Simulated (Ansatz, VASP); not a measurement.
# Cr: VASP beside Ansatz

INCAR

```
PREC = Accurate
ENCUT = 520
EDIFF = 1E-6
ISMEAR = -1
SIGMA = 0.05
LREAL = False
LASPH = True
NELM = 150
ALGO = Fast
ISIF = 2
LWAVE = False
LCHARG = False
ISPIN = 2
MAGMOM = 3 3
LORBIT = 11
LMAXMIX = 4
GGA = CA
NBANDS = 23
```

Contents of KPOINTS:

```
regular mesh
0
Gamma
  11 11 6
```

File POSCAR:

```
Cr
1.0
    2.7672292001      0.0000000000      0.0000000000
   -1.3836146000      2.3964907854      0.0000000000
    0.0000000000      0.0000000000      4.4964925469
Cr
2
Direct
    0.6666666667      0.3333333333      0.7500000000
    0.3333333333      0.6666666667      0.2500000000
```

The input input.yaml:

```yaml
crystal:
  lattice:
    - [2.7672292001, 0.0, 0.0]
    - [-1.3836146, 2.3964907854, 0.0]
    - [0.0, 0.0, 4.4964925469]
  atoms:
    - { symbol: Cr, position: [0.6666666667, 0.3333333333, 0.75], spin: 3.0 }
    - { symbol: Cr, position: [0.3333333333, 0.6666666667, 0.25], spin: 3.0 }
kpoints:
  mp_grid: { grid: [11, 11, 6] }
scf:
  occupations: { method: fermi_dirac, width: 0.05 }
hamiltonian:
  xc: lda
  pseudopotentials: { kind: all_electron, lapw: { basis_error: 0.001 } }
magnetization:
  spin_polarized: true
output:
  forces: true
  stress: true
  eigenvalues: true
```

Change from the starting cell: volume scaled by 1.06.

Alike in both runs: task single point; functional LDA; k mesh 11 × 11 × 6; occupations fermi-dirac, width 0.05 eV; collinear spin.

|  | VASP | Ansatz |
| --- | --- | --- |
| version | VASP 6.6.1 | Ansatz 0.2.0 |
| potentials or method | VASP PAW LDA potentials, release 64 (Cr_pv), cutoff 520 eV | all-electron LAPW, scalar-relativistic |

```tsv
	VASP	Ansatz	Ansatz less VASP
gap on the k mesh at the Fermi level (eV)	none	none	-
pressure (GPa)	-41.6	-41.2	+0.41
traceless stress, the component that is largest in VASP (GPa)	2.74	2.19	-0.549
net moment per atom (μB)	0.75	0.87	+0.116
size of the moment on the site where the two differ most (μB)	0.69	0.83	+0.145
```

The net moments are unlike, so the other rows may belong to different states. LDA's correlation is that of Perdew and Zunger in VASP and of Perdew and Wang (1992) in Ansatz. Site moments also hang on the region over which each program counts them. A gap of «none» marks a metal or a gap that the smearing closes. Both programs put the cell under strong tension, so it lies far from rest at this level. Ansatz ran all-electron here, and VASP with PAW potentials.

Noted on VASP's run: the cell as given lies far from equilibrium.
